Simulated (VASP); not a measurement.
# AlGa3N4 (R3m) in VASP: a series of runs, part 2 of 2

VASP 6.6.1.

### Step 4. Single point, LDA

Input file INCAR:

```
SYSTEM = AlGa3N4
  PREC = Accurate
  ENCUT = 520
  EDIFF = 1E-7
  ISMEAR = 0
  SIGMA = 0.05
  LREAL = .FALSE.
  LASPH = .TRUE.
  NELM = 60
  ALGO = Normal
  ISIF = 2
  LWAVE = .FALSE.
  LCHARG = .FALSE.
  GGA = CA
  NBANDS = 41
```

Input file KPOINTS:

```
Automatic mesh
0
G
  6 6 6
  0 0 0
```

Input file POSCAR:

```
AlGa3N4
1.0
    4.5460246515      0.1399658028      0.1399658028
    0.1399658028      4.5460246515      0.1399658028
    0.1399658028      0.1399658028      4.5460246515
Al Ga N
1 3 4
Direct
    0.0000000000      0.0000000000      0.0000000000
    0.5000000000      0.5000000000      0.0000000000
    0.5000000000      0.0000000000      0.5000000000
    0.0000000000      0.5000000000      0.5000000000
    0.7548078379      0.7548078379      0.2451921621
    0.7548078379      0.2451921621      0.7548078379
    0.2451921621      0.7548078379      0.7548078379
    0.2451921621      0.2451921621      0.2451921621
```

Potentials or basis: VASP PAW LDA potentials, release 64 (Al, Ga_d, N).

Started as:

```console
$ cat potpaw_LDA.64/Al/POTCAR potpaw_LDA.64/Ga_d/POTCAR potpaw_LDA.64/N/POTCAR > POTCAR
$ mpirun -np 1 vasp_std > vasp.out
```

OUTCAR:

```text
SYSTEM = AlGa3N4
   PREC = Accurate
   ENCUT = 520
   EDIFF = 1E-7
   ISMEAR = 0
   LREAL = .FALSE.
   LASPH = .TRUE.
   NELM = 60
   ISIF = 2
   GGA = CA

 ion  position               nearest neighbor table
   1  0.000  0.000  0.000-   5 1.89   6 1.89   7 1.89   8 2.05   3 3.12   4 3.12   2 3.12   4 3.12
                             2 3.12   3 3.12
   2  0.500  0.500  0.000-   6 1.94   7 1.94   8 1.94   5 2.10   1 3.12   1 3.12
   3  0.500  0.000  0.500-   5 1.94   7 1.94   8 1.94   6 2.10   1 3.12   1 3.12
   4  0.000  0.500  0.500-   5 1.94   6 1.94   8 1.94   7 2.10   1 3.12   1 3.12
   5  0.755  0.755  0.245-   1 1.89   3 1.94   4 1.94   2 2.10
   6  0.755  0.245  0.755-   1 1.89   2 1.94   4 1.94   3 2.10
   7  0.245  0.755  0.755-   1 1.89   2 1.94   3 1.94   4 2.10
   8  0.245  0.245  0.245-   2 1.94   3 1.94   4 1.94   1 2.05

  LATTYP: Found a trigonal (rhomboedric) cell.
 ALAT       =     4.5503319641
 COS(alpha) =     0.0624068531

  Lattice vectors:

 A1 = (   4.5460246515,   0.1399658028,   0.1399658028)
 A2 = (   0.1399658028,   4.5460246515,   0.1399658028)
 A3 = (   0.1399658028,   0.1399658028,   4.5460246515)

Analysis of symmetry for initial positions (statically):
=====================================================================
 Subroutine PRICEL returns:
 Original cell was already a primitive cell.

 Routine SETGRP: Setting up the symmetry group for a
 trigonal (rhombohedral) supercell.

 Subroutine GETGRP returns: Found  6 space group operations
 (whereof  6 operations were pure point group operations)
 out of a pool of 12 trial point group operations.

The static configuration has the point symmetry C_3v.

Analysis of symmetry for dynamics (positions and initial velocities):
=====================================================================
 Subroutine PRICEL returns:
 Original cell was already a primitive cell.
[... 137 lines left out ...]
   IALGO  =     38    algorithm
   IMIX   =      4    mixing-type and parameters
     AMIX     =   0.40;   BMIX     =  1.00
     AMIX_MAG =   1.60;   BMIX_MAG =  1.00
  volume/ion in A,a.u.               =      11.71        79.03
  Fermi-wavevector in a.u.,A,eV,Ry     =   1.426628  2.695936 27.691494  2.035267
  Thomas-Fermi vector in A             =   2.546885
   LORBIT       =      0    0 simple, 1 ext, 2 COOP (PROOUT), +10 PAW based schemes
   GGA     = CA    functional components
   LHFCALC =     F    Hartree Fock is set to
   AEXX    =    0.0000 exact exchange contribution
   IVDW    =     0    specifies the selected vdW correction
   LEPSILON=     F    determine dielectric tensor
   LRPA    =     F    only Hartree local field effects (RPA)
 non-spin polarized calculation
 Gauss-broadening in eV      SIGMA  =   0.05
  energy-cutoff  :      520.00
  volume of cell :       93.69
 maximum number of plane-waves:      2555
 NGX is ok and might be reduce to    36
   NGX = 17   NGY = 17   NGZ = 17

 number of electron      62.0000028 magnetization

 Free energy of the ion-electron system (eV)
  ---------------------------------------------------
  ext. energy  EPLUGINS =         0.00000000
  ---------------------------------------------------
  free energy    TOTEN  =       -57.41142379 eV

  energy without entropy =      -57.41142379  energy(sigma->0) =      -57.41142379

 E-fermi :   5.1080     XC(G=0): -11.6859

 val. band max:        4.8186150140   @ k =   0.0000   0.0000   0.0000
 cond. band min:       6.4936651559   @ k =   0.0000   0.0000   0.0000
 fundamental gap:      1.6750501419
 Fermi energy:         5.1080003755

 k-point     1 :       0.0000    0.0000    0.0000
  band No.  band energies     occupation
      1     -10.5466      2.00000
      2      -9.6783      2.00000
      3      -9.5637      2.00000
      4      -9.5637      2.00000
      5      -8.6016      2.00000
      6      -8.5861      2.00000
[... 1045 lines left out ...]
     40      14.2960      0.00000
     41      14.4694      0.00000

 [... further k-points ...]
[... 5 lines left out ...]
  --------------------------------------------------------------------------------------
  -------------------------------------------------------------------------------------
  Total       -6.2293617     -6.2293617     -6.2293617     -5.5629617     -5.5629617     -5.5629617
  in kB     -106.5295665   -106.5295665   -106.5295665    -95.1333271    -95.1333271    -95.1333271
  external PRESSURE =    -106.5295665 kB  Pullay stress =       0.0000000 kB

 VOLUME and BASIS-vectors are now :
 -----------------------------------------------------------------------------
  energy-cutoff  :      520.00
  volume of cell :       93.69
      direct lattice vectors                 reciprocal lattice vectors
     4.546024651  0.139965803  0.139965803     0.220377740 -0.006582461 -0.006582461
     0.139965803  4.546024651  0.139965803    -0.006582461  0.220377740 -0.006582461
     0.139965803  0.139965803  4.546024651    -0.006582461 -0.006582461  0.220377740

 POSITION                                       TOTAL-FORCE (eV/Angst)
 -----------------------------------------------------------------------------------
      0.00000      0.00000      0.00000         0.170227      0.170227      0.170227
      2.34300      2.34300      0.13997         0.165489      0.165489      0.147050
      2.34300      0.13997      2.34300         0.165489      0.147050      0.165489
      0.13997      2.34300      2.34300         0.147050      0.165489      0.165489
      3.57134      3.57134      1.32594        -0.143209     -0.143209     -0.133793
      3.57134      1.32594      3.57134        -0.143209     -0.133793     -0.143209
      1.32594      3.57134      3.57134        -0.133793     -0.143209     -0.143209
      1.18329      1.18329      1.18329        -0.228043     -0.228043     -0.228043
 -----------------------------------------------------------------------------------
    total drift:                               -0.000333     -0.000333     -0.000333

  FREE ENERGIE OF THE ION-ELECTRON SYSTEM (eV)
  ---------------------------------------------------
  free  energy   TOTEN  =       -57.4114237872 eV

  energy  without entropy=      -57.4114237872  energy(sigma->0) =      -57.41142379
```

stdout:

```text
POSCAR found type information on POSCAR AlGaN
 POSCAR found :  3 types and       8 ions
 scaLAPACK will be used
 LDA part: xc-table for (Slater(with rela. corr.)+CA(PZ))
 , standard interpolation
 POSCAR, INCAR and KPOINTS ok, starting setup
 FFT: planning ... GRIDC
 FFT: planning ... GRID_SOFT
 FFT: planning ... GRID
 WAVECAR not read
 entering main loop
```

It took 1.7 min on 1 thread of Intel Xeon Platinum 8259CL at 2.50GHz (Skylake/Cascade Lake), shared host; peak memory 0.23 GiB.

What came out:

* Free energy: -57.4114 eV
* Pressure: -10.7 GPa
* Largest force: 0.395 eV/Å
* Band gap on the k mesh: 1.68 eV, direct

Forces in eV/Å, atoms in the order of the input:
```
Al   0.170  0.170  0.170
Ga   0.165  0.165  0.147
Ga   0.165  0.147  0.165
Ga   0.147  0.165  0.165
N   -0.143 -0.143 -0.134
N   -0.143 -0.134 -0.143
N   -0.134 -0.143 -0.143
N   -0.228 -0.228 -0.228
```

Stress tensor (GPa, compression positive):
```
-10.65  -9.51  -9.51
 -9.51 -10.65  -9.51
 -9.51  -9.51 -10.65
```

Levels at points of the mesh, in eV from the valence-band top:
```csv
k point,band 29,band 30,band 31,band 32,band 33,band 34
"(0.00, 0.00, 0.00)",-0.42,0.00,0.00,1.68,3.04,3.04
"(0.50, 0.00, 0.00)",-1.56,-1.27,-1.01,4.35,4.40,5.70
"(0.50, 0.50, 0.00)",-1.11,-0.88,-0.66,5.74,5.81,6.08
"(0.50, 0.50, 0.50)",-0.87,-0.51,-0.51,4.08,4.08,4.65
```

### Step 5. The runs side by side

```tsv
cell	gap on the mesh (eV)	pressure (GPa)	largest force (eV/Å)
a = 4.574 Å, angles 96.5°, 8 atoms	1.34	-3.4	3.11
a = 4.550 Å, angles 93.4°, 8 atoms	1.71	-10.5	1.04
a = 4.550 Å, angles 86.4°, 8 atoms	1.68	-10.7	0.39
```

Alike in all rows: task single point; level LDA; potentials or basis VASP PAW LDA potentials, release 64 (Al, Ga_d, N); no spin polarisation; k mesh 6 × 6 × 6; cutoff (eV) 520; smearing gaussian 0.05 eV.

Caveats: forces of over 1 eV/Å act on the atoms, so gaps and moduli don't describe the material at rest (some runs).

Total energies depend on the potentials used, so only differences within one code and one set of settings carry meaning.
